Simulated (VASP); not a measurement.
# WSe2 (P6_3/mmc) in VASP: further runs, part 2 of 3

VASP 6.6.1. The steps go on from the part before.

### 4 Electric field gradients, PBEsol (20.06 Å³/atom)

This run uses another cell than the first one, of 20.06 Å³/atom.

INCAR

```
SYSTEM = WSe2
PREC = Accurate ; ENCUT = 520
EDIFF = 1E-8 ; ISMEAR = -1
SIGMA = 0.08 ; LREAL = .FALSE.
LASPH = .TRUE. ; NELM = 80
ALGO = Normal ; ISIF = 2
LWAVE = .FALSE. ; LCHARG = .FALSE.
GGA = PS ; LEFG = .TRUE.
NBANDS = 35
```

KPOINTS

```
Automatic mesh
0
G
  11 11 3
  0 0 0
```

POSCAR

```
WSe2
1.0
    3.2789950290      0.0000000000      0.0000000000
   -1.6394975145      2.8396929940      0.0000000000
    0.0000000000      0.0000000000     12.9266217496
W Se
2 4
Direct
    0.3333333333      0.6666666667      0.2500000000
    0.6666666667      0.3333333333      0.7500000000
    0.3333333333      0.6666666667      0.6210000000
    0.6666666667      0.3333333333      0.1210000000
    0.3333333333      0.6666666667      0.8790000000
    0.6666666667      0.3333333333      0.3790000000
```

Potentials or basis: VASP PAW PBE potentials, release 64 (W_sv, Se).

Launch:

```
> cat potpaw_PBE.64/W_sv/POTCAR potpaw_PBE.64/Se/POTCAR > POTCAR
> mpirun -np 1 vasp_std > vasp.out
```

OUTCAR:

```text
SYSTEM = WSe2
   PREC = Accurate
   ENCUT = 520
   EDIFF = 1E-8
   ISMEAR = -1
   LREAL = .FALSE.
   LASPH = .TRUE.
   NELM = 80
   ISIF = 2
   GGA = PS

 ion  position               nearest neighbor table
   1  0.333  0.667  0.250-   4 2.52   6 2.52   4 2.52   6 2.52   4 2.52   6 2.52
   2  0.667  0.333  0.750-   3 2.52   5 2.52   3 2.52   5 2.52   3 2.52   5 2.52
   3  0.333  0.667  0.621-   2 2.52   2 2.52   2 2.52
   4  0.667  0.333  0.121-   1 2.52   1 2.52   1 2.52
   5  0.333  0.667  0.879-   2 2.52   2 2.52   2 2.52
   6  0.667  0.333  0.379-   1 2.52   1 2.52   1 2.52

  LATTYP: Found a hexagonal cell.
 ALAT       =     3.2789950290
 C/A-ratio  =     3.9422510968

  Lattice vectors:

 A1 = (   3.2789950290,   0.0000000000,   0.0000000000)
 A2 = (  -1.6394975145,   2.8396929940,   0.0000000000)
 A3 = (   0.0000000000,   0.0000000000,  12.9266217496)

Analysis of symmetry for initial positions (statically):
=====================================================================
 Subroutine PRICEL returns:
 Original cell was already a primitive cell.

 Routine SETGRP: Setting up the symmetry group for a
 hexagonal supercell.

 Subroutine GETGRP returns: Found 24 space group operations
 (whereof 12 operations were pure point group operations)
 out of a pool of 24 trial point group operations.

The static configuration has the point symmetry D_3d.
 The point group associated with its full space group is D_6h.

Analysis of symmetry for dynamics (positions and initial velocities):
=====================================================================
 Subroutine PRICEL returns:
 Original cell was already a primitive cell.

 Routine SETGRP: Setting up the symmetry group for a
 hexagonal supercell.

 Subroutine GETGRP returns: Found 24 space group operations
 (whereof 12 operations were pure point group operations)
 out of a pool of 24 trial point group operations.

The dynamic configuration has the point symmetry D_3d.
 The point group associated with its full space group is D_6h.

 Subroutine INISYM returns: Found 24 space group operations
 (whereof 12 operations are pure point group operations),
 and found     1 'primitive' translations

----------------------------------------------------------------------------------------

                                     Primitive cell

  volume of cell :     120.3642

  direct lattice vectors                    reciprocal lattice vectors
     3.278995029  0.000000000  0.000000000     0.304971490  0.176075372  0.000000000
    -1.639497514  2.839692994  0.000000000     0.000000000  0.352150744  0.000000000
     0.000000000  0.000000000 12.926621750     0.000000000  0.000000000  0.077359732

  length of vectors
     3.278995029  3.278995029 12.926621750     0.352150744  0.352150744  0.077359732

  position of ions in fractional coordinates (direct lattice)
     0.333333333  0.666666667  0.250000000
     0.666666667  0.333333333  0.750000000
     0.333333333  0.666666667  0.621000000
     0.666666667  0.333333333  0.121000000
[... 105 lines left out ...]
  Fermi-wavevector in a.u.,A,eV,Ry     =   1.237590  2.338706 20.839087  1.531630
  Thomas-Fermi vector in A             =   2.372151
   LORBIT       =      0    0 simple, 1 ext, 2 COOP (PROOUT), +10 PAW based schemes
   GGA     = PS    functional components
   LHFCALC =     F    Hartree Fock is set to
   AEXX    =    0.0000 exact exchange contribution
   IVDW    =     0    specifies the selected vdW correction
   LEPSILON=     F    determine dielectric tensor
   LRPA    =     F    only Hartree local field effects (RPA)
 non-spin polarized calculation
  energy-cutoff  :      520.00
  volume of cell :      120.36
 maximum number of plane-waves:      3270
   NGX = 13   NGY = 13   NGZ = 49

 number of electron      51.9999991 magnetization

 Free energy of the ion-electron system (eV)
  ---------------------------------------------------
  ext. energy  EPLUGINS =         0.00000000
  ---------------------------------------------------
  free energy    TOTEN  =       -46.54355468 eV

  energy without entropy =      -46.54343330  energy(sigma->0) =      -46.54349399

 E-fermi :   6.6626     XC(G=0): -10.9596

 val. band max:        6.2565675128   @ k =   0.0000   0.0000   0.0000
 cond. band min:       7.1564699654   @ k =   0.1818   0.1818   0.0000
 fundamental gap:      0.8999024526
 Fermi energy:         6.6626085991

 k-point     1 :       0.0000    0.0000    0.0000
  band No.  band energies     occupation
      1     -68.0273      2.00000
      2     -68.0273      2.00000
      3     -32.2878      2.00000
      4     -32.2878      2.00000
      5     -32.1484      2.00000
      6     -32.1484      2.00000
[... 901 lines left out ...]
     34      10.1560      0.00000
     35      13.0037      0.00000

 [... further k-points ...]

------------------------ aborting loop because EDIFF is reached ----------------------------------------

  FORCE on cell =-STRESS in cart. coord.  units (eV):
  Direction    XX          YY          ZZ          XY          YZ          ZX
  --------------------------------------------------------------------------------------
  -------------------------------------------------------------------------------------
  Total        0.0820339      0.0820339      1.2015499      0.0000000      0.0000000      0.0000000
  in kB        1.0919601      1.0919601     15.9939311      0.0000000      0.0000000      0.0000000
  external PRESSURE =       6.0592838 kB  Pullay stress =       0.0000000 kB

 VOLUME and BASIS-vectors are now :
 -----------------------------------------------------------------------------
  energy-cutoff  :      520.00
  volume of cell :      120.36
      direct lattice vectors                 reciprocal lattice vectors
     3.278995029  0.000000000  0.000000000     0.304971490  0.176075372  0.000000000
    -1.639497514  2.839692994  0.000000000     0.000000000  0.352150744  0.000000000
     0.000000000  0.000000000 12.926621750     0.000000000  0.000000000  0.077359732

 POSITION                                       TOTAL-FORCE (eV/Angst)
 -----------------------------------------------------------------------------------
     -0.00000      1.89313      3.23166         0.000000     -0.000000     -0.000000
      1.63950      0.94656      9.69497        -0.000000      0.000000     -0.000000
     -0.00000      1.89313      8.02743        -0.000000      0.000000     -0.097785
      1.63950      0.94656      1.56412         0.000000      0.000000     -0.097785
     -0.00000      1.89313     11.36250        -0.000000     -0.000000      0.097785
      1.63950      0.94656      4.89919         0.000000      0.000000      0.097785
 -----------------------------------------------------------------------------------
    total drift:                               -0.000000      0.000000     -0.000000

  FREE ENERGIE OF THE ION-ELECTRON SYSTEM (eV)
  ---------------------------------------------------
  free  energy   TOTEN  =       -46.5435546769 eV

  energy  without entropy=      -46.5434333045  energy(sigma->0) =      -46.54349399

 Electric field gradients (V/A^2)
---------------------------------------------------------------------
 ion       V_xx      V_yy      V_zz      V_xy      V_xz      V_yz
---------------------------------------------------------------------
   1      77.134    77.135  -154.269     0.001     0.000    -0.000
   2      77.134    77.135  -154.269     0.001    -0.000     0.000
   3      38.227    38.227   -76.454    -0.000    -0.000     0.000
   4      38.227    38.227   -76.454    -0.000     0.000    -0.000
   5      38.227    38.227   -76.454    -0.000     0.000    -0.000
   6      38.227    38.227   -76.454    -0.000    -0.000     0.000
---------------------------------------------------------------------

 Electric field gradients after diagonalization (V/A^2)
 (convention: |V_zz| > |V_xx| > |V_yy|)
----------------------------------------------------------------------
 ion       V_xx      V_yy      V_zz     asymmetry (V_yy - V_xx)/ V_zz
----------------------------------------------------------------------
   1      77.136    77.134  -154.269       0.000
   2      77.136    77.134  -154.269       0.000
   3      38.227    38.227   -76.454       0.000
   4      38.227    38.227   -76.454       0.000
   5      38.227    38.227   -76.454       0.000
   6      38.227    38.227   -76.454       0.000
----------------------------------------------------------------------

           NMR quadrupolar parameters

 Cq : quadrupolar parameter    Cq=e*Q*V_zz/h
 eta: asymmetry parameters     (V_yy - V_xx)/ V_zz
 Q  : nuclear electric quadrupole moment in mb (millibarn)
----------------------------------------------------------------------
 ion       Cq(MHz)       eta       Q (mb)
----------------------------------------------------------------------
   1      -0.373       0.000       1.000
   2      -0.373       0.000       1.000
   3      -0.185       0.000       1.000
   4      -0.185       0.000       1.000
   5      -0.185       0.000       1.000
   6      -0.185       0.000       1.000
----------------------------------------------------------------------
```

Wall time 2 min (1 thread of Intel Xeon Platinum 8259CL at 2.50GHz (Skylake/Cascade Lake), shared host); peak memory 0.29 GiB.

What came out:

| Quantity | Value |
| --- | --- |
| Free energy | -46.5436 eV |
| Pressure | 0.6 GPa |
| Largest force | 0.098 eV/Å |
| Band gap on the k mesh | 0.90 eV (least direct gap 1.76 eV) |
| Largest electric field gradient by atom | W -154.3; Se -76.5 V/Å² |

Forces on the atoms (eV/Å):
```
W    0.000  0.000  0.000
W    0.000  0.000  0.000
Se   0.000  0.000 -0.098
Se   0.000  0.000 -0.098
Se   0.000  0.000  0.098
Se   0.000  0.000  0.098
```

Stress tensor (GPa, compression positive):
```
0.11 0.00 0.00
0.00 0.11 0.00
0.00 0.00 1.60
```

Electric field gradients, principal values (V/Å²):
| atom | least | middle | greatest (by size) |
| --- | --- | --- | --- |
| 1 W | 77.134 | 77.136 | -154.269 |
| 2 W | 77.134 | 77.136 | -154.269 |
| 3 Se | 38.227 | 38.227 | -76.454 |
| 4 Se | 38.227 | 38.227 | -76.454 |
| 5 Se | 38.227 | 38.227 | -76.454 |
| 6 Se | 38.227 | 38.227 | -76.454 |

Caveat: without QUAD_EFG the Cq values of the log hold for a quadrupole moment of 1 mb, not for the nuclei; the PAW data sets were made with another functional, which shifts forces and pressure a little; spin-orbit coupling is left out, which moves the levels of the heavy elements; this functional lacks dispersion, which binds layers or chains, so the pressure and a relaxed spacing across them are unreliable. A k mesh can miss the band edges.

### 5 Electric field gradients, PBEsol (20.47 Å³/atom)

This run uses another cell than the first one, of 20.47 Å³/atom.

INCAR

```
PREC = Accurate
ENCUT = 520
EDIFF = 1E-8
ISMEAR = -1
SIGMA = 0.08
LREAL = F
LASPH = T
NELM = 100
ALGO = Normal
ISIF = 2
LWAVE = F
LCHARG = F
GGA = PS
LEFG = T
NBANDS = 35
```

KPOINTS

```
regular mesh
0
Gamma
  11 11 3
```

POSCAR: that of step 4 with these lines changed.

```diff
@@ -2,5 +2,5 @@
 1.0
-    3.2789950290      0.0000000000      0.0000000000
-   -1.6394975145      2.8396929940      0.0000000000
-    0.0000000000      0.0000000000     12.9266217496
+    3.3009287582      0.0000000000      0.0000000000
+   -1.6504643790      2.8586881606      0.0000000000
+    0.0000000000      0.0000000000     13.0130900175
 W Se
```

Potentials or basis: VASP PAW PBE potentials, release 64 (W_sv, Se).

Launch:

```
> cat potpaw_PBE.64/W_sv/POTCAR potpaw_PBE.64/Se/POTCAR > POTCAR
> mpirun -np 1 vasp_std > vasp.out
```

OUTCAR:

```text
PREC = Accurate
   ENCUT = 520
   EDIFF = 1E-8
   ISMEAR = -1
   LREAL = F
   LASPH = T
   NELM = 100
   ISIF = 2
   GGA = PS

 ion  position               nearest neighbor table
   1  0.333  0.667  0.250-   4 2.54   6 2.54   4 2.54   6 2.54   4 2.54   6 2.54
   2  0.667  0.333  0.750-   3 2.54   5 2.54   3 2.54   5 2.54   3 2.54   5 2.54
   3  0.333  0.667  0.621-   2 2.54   2 2.54   2 2.54
   4  0.667  0.333  0.121-   1 2.54   1 2.54   1 2.54
   5  0.333  0.667  0.879-   2 2.54   2 2.54   2 2.54
   6  0.667  0.333  0.379-   1 2.54   1 2.54   1 2.54

  LATTYP: Found a hexagonal cell.
 ALAT       =     3.3009287582
 C/A-ratio  =     3.9422510968

  Lattice vectors:

 A1 = (   3.3009287582,   0.0000000000,   0.0000000000)
 A2 = (  -1.6504643790,   2.8586881606,   0.0000000000)
 A3 = (   0.0000000000,   0.0000000000,  13.0130900175)

Analysis of symmetry for initial positions (statically):
=====================================================================
 Subroutine PRICEL returns:
 Original cell was already a primitive cell.

 Routine SETGRP: Setting up the symmetry group for a
 hexagonal supercell.

 Subroutine GETGRP returns: Found 24 space group operations
 (whereof 12 operations were pure point group operations)
 out of a pool of 24 trial point group operations.

The static configuration has the point symmetry D_3d.
 The point group associated with its full space group is D_6h.

Analysis of symmetry for dynamics (positions and initial velocities):
=====================================================================
 Subroutine PRICEL returns:
 Original cell was already a primitive cell.

[... 1091 lines left out ...]
  Total       -1.9347996     -1.9347996     -1.1980651     -0.0000000      0.0000000      0.0000000
  in kB      -25.2442919    -25.2442919    -15.6317509     -0.0000000      0.0000000      0.0000000
  external PRESSURE =     -22.0401116 kB  Pullay stress =       0.0000000 kB

 VOLUME and BASIS-vectors are now :
 -----------------------------------------------------------------------------
  energy-cutoff  :      520.00
  volume of cell :      122.80
      direct lattice vectors                 reciprocal lattice vectors
     3.300928758  0.000000000  0.000000000     0.302945042  0.174905401  0.000000000
    -1.650464379  2.858688161  0.000000000     0.000000000  0.349810803  0.000000000
     0.000000000  0.000000000 13.013090017     0.000000000  0.000000000  0.076845699

 POSITION                                       TOTAL-FORCE (eV/Angst)
 -----------------------------------------------------------------------------------
     -0.00000      1.90579      3.25327        -0.000000     -0.000000      0.000000
      1.65046      0.95290      9.75982        -0.000000      0.000000      0.000000
     -0.00000      1.90579      8.08113         0.000000     -0.000000      0.233443
      1.65046      0.95290      1.57458         0.000000     -0.000000      0.233443
     -0.00000      1.90579     11.43851        -0.000000     -0.000000     -0.233443
      1.65046      0.95290      4.93196         0.000000     -0.000000     -0.233443
 -----------------------------------------------------------------------------------
    total drift:                               -0.000000      0.000000     -0.000000

  FREE ENERGIE OF THE ION-ELECTRON SYSTEM (eV)
  ---------------------------------------------------
  free  energy   TOTEN  =       -46.5314925903 eV

  energy  without entropy=      -46.5313729832  energy(sigma->0) =      -46.53143279

 Electric field gradients (V/A^2)
---------------------------------------------------------------------
 ion       V_xx      V_yy      V_zz      V_xy      V_xz      V_yz
---------------------------------------------------------------------
   1      75.192    75.192  -150.384     0.001     0.000    -0.000
   2      75.192    75.192  -150.384     0.001    -0.000     0.000
   3      36.605    36.605   -73.210    -0.000     0.000    -0.000
   4      36.605    36.605   -73.210    -0.000    -0.000     0.000
   5      36.605    36.605   -73.210    -0.000    -0.000     0.000
   6      36.605    36.605   -73.210    -0.000     0.000    -0.000
---------------------------------------------------------------------

 Electric field gradients after diagonalization (V/A^2)
 (convention: |V_zz| > |V_xx| > |V_yy|)
----------------------------------------------------------------------
 ion       V_xx      V_yy      V_zz     asymmetry (V_yy - V_xx)/ V_zz
----------------------------------------------------------------------
   1      75.193    75.191  -150.384       0.000
   2      75.193    75.191  -150.384       0.000
   3      36.605    36.605   -73.210       0.000
   4      36.605    36.605   -73.210       0.000
   5      36.605    36.605   -73.210       0.000
   6      36.605    36.605   -73.210       0.000
----------------------------------------------------------------------

           NMR quadrupolar parameters

 Cq : quadrupolar parameter    Cq=e*Q*V_zz/h
 eta: asymmetry parameters     (V_yy - V_xx)/ V_zz
 Q  : nuclear electric quadrupole moment in mb (millibarn)
----------------------------------------------------------------------
 ion       Cq(MHz)       eta       Q (mb)
----------------------------------------------------------------------
   1      -0.364       0.000       1.000
   2      -0.364       0.000       1.000
   3      -0.177       0.000       1.000
   4      -0.177       0.000       1.000
   5      -0.177       0.000       1.000
   6      -0.177       0.000       1.000
----------------------------------------------------------------------
```

stdout:

```text
POSCAR found type information on POSCAR W Se
 POSCAR found :  2 types and       6 ions
 scaLAPACK will be used
 -----------------------------------------------------------------------------
|                                                                             |
|                                                                             |
|     You enforced a specific xc type in the INCAR file but a different       |
|     I HOPE YOU KNOW WHAT YOU ARE DOING!                                     |
|                                                                             |
 -----------------------------------------------------------------------------

 LDA part: xc-table for (Slater+PW92), standard interpolation
 POSCAR, INCAR and KPOINTS ok, starting setup
 FFT: planning ... GRIDC
 FFT: planning ... GRID_SOFT
 FFT: planning ... GRID
 WAVECAR not read
 entering main loop
ion   1

ion   2

ion   3

ion   4

ion   5

ion   6
```

Wall time 3.1 min (1 thread of Intel Xeon Platinum 8259CL at 2.50GHz (Skylake/Cascade Lake), shared host); peak memory 0.32 GiB.

Results:

* Free energy: -46.5315 eV
* Pressure: -2.2 GPa
* Largest force: 0.233 eV/Å
* Band gap on the k mesh: 0.92 eV (least direct gap 1.71 eV)
* Largest electric field gradient by atom: W -150.4; Se -73.2 V/Å²

Forces in eV/Å, atoms in the order of the input:
```
W    0.000  0.000  0.000
W    0.000  0.000  0.000
Se   0.000  0.000  0.233
Se   0.000  0.000  0.233
Se   0.000  0.000 -0.233
Se   0.000  0.000 -0.233
```

Stress tensor (GPa, compression positive):
```
-2.52  0.00  0.00
 0.00 -2.52  0.00
 0.00  0.00 -1.56
```

Electric field gradients, principal values (V/Å²):
```csv
atom,least,middle,greatest (by size)
1 W,75.191,75.193,-150.384
2 W,75.191,75.193,-150.384
3 Se,36.605,36.605,-73.210
4 Se,36.605,36.605,-73.210
5 Se,36.605,36.605,-73.210
6 Se,36.605,36.605,-73.210
```

Caveat: without QUAD_EFG the Cq values of the log hold for a quadrupole moment of 1 mb, not for the nuclei; the PAW data sets were made with another functional, which shifts forces and pressure a little; spin-orbit coupling is left out, which moves the levels of the heavy elements; this functional lacks dispersion, which binds layers or chains, so the pressure and a relaxed spacing across them are unreliable. A k mesh can miss the band edges.

(Continued in part 3 of 3.)
